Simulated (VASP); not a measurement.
Here is a VASP 6.6.1 calculation.

File INCAR:

```
SYSTEM = K2Sc4Si
  PREC = Accurate
  ENCUT = 600
  EDIFF = 1E-7
  ISMEAR = 0
  SIGMA = 0.1
  LREAL = .FALSE.
  LASPH = .TRUE.
  NELM = 60
  ALGO = Normal
  ISIF = 3
  LWAVE = .FALSE.
  LCHARG = .FALSE.
  GGA = PE
  IBRION = 2
  NSW = 90
  EDIFFG = -0.04
```

The input KPOINTS:

```
regular mesh
0
G
  3 3 4
  0 0 0
```

POSCAR

```
K2Sc4Si
1.0
    5.9931143900      0.0000000000      0.0000000000
   -2.9965572000      5.1901893100      0.0000000000
    0.0000000000      0.0000000000      5.6477234100
K Sc Si
2 4 1
Direct
    0.3333333300      0.6666666700      0.5000000000
    0.6666666700      0.3333333300      0.5000000000
    0.5000000000      0.0000000000      0.0000000000
    0.0000000000      0.5000000000      0.0000000000
    0.5000000000      0.5000000000      0.0000000000
    0.0000000000      0.0000000000      0.5000000000
    0.0000000000      0.0000000000      0.0000000000
```

Potentials or basis: VASP PAW PBE potentials, release 64 (K_sv, Sc_sv, Si).

The run is started by

```bash
$ cat potpaw_PBE.64/K_sv/POTCAR potpaw_PBE.64/Sc_sv/POTCAR potpaw_PBE.64/Si/POTCAR > POTCAR
$ mpirun -np 1 vasp_std > vasp.out
```

Task: Estimate the band gap on the k mesh.

Result: Zero (bands 33 and 34 overlap by 0.60 eV).

Task: What does it give for the relaxed volume?

Result: 28.40 Å³/atom.

Final structure:
```cif
data_structure
_symmetry_space_group_name_H-M 'P 1'
_symmetry_Int_Tables_number 1
_cell_length_a 6.1507
_cell_length_b 6.1507
_cell_length_c 6.0687
_cell_angle_alpha 90.000
_cell_angle_beta 90.000
_cell_angle_gamma 120.000
_cell_volume 198.83
loop_
_atom_site_label
_atom_site_type_symbol
_atom_site_fract_x
_atom_site_fract_y
_atom_site_fract_z
_atom_site_occupancy
K1 K 0.33333 0.66667 0.50000 1
K2 K 0.66667 0.33333 0.50000 1
Sc1 Sc 0.50000 0.00000 0.00000 1
Sc2 Sc 0.00000 0.50000 0.00000 1
Sc3 Sc 0.50000 0.50000 0.00000 1
Sc4 Sc 0.00000 0.00000 0.50000 1
Si1 Si 0.00000 0.00000 0.00000 1
```

Caveat: the k points lie up to 0.39 Å⁻¹ apart in the final cell, too coarse for converged energies and pressures of a metal.
